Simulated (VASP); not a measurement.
Crystal: CdSe.

```xyz
4
Lattice="4.3407 0.0000 0.0000 -2.1704 3.7592 0.0000 0.0000 0.0000 7.0767" Properties=species:S:1:pos:R:3 pbc="T T T"
Cd    0.0000    2.5061    0.0320
Cd    2.1704    1.2531    3.5703
Se    0.0000    2.5061    2.6925
Se    2.1704    1.2531    6.2308
```

Base run:

* Program: VASP 6.6.1
* Functional: r2SCAN
* Potentials or basis: VASP PAW PBE potentials, release 64 (Cd, Se)
* Cutoff: 520 eV
* k mesh: 6 × 6 × 4
* Occupations: gaussian, width 0.01 eV
* Spin: no spin polarisation

Its results: band gap on the k mesh 1.09 eV; pressure 0.2 GPa.

**Question.** The run is repeated on the same cell with these changes: functional from r2SCAN to PBE. What comes out?

**Answer.** Band gap on the k mesh 0.61 eV; pressure 1.7 GPa.

Caveats: the PAW data sets were made with another functional, which shifts forces and pressure a little (at least some runs).

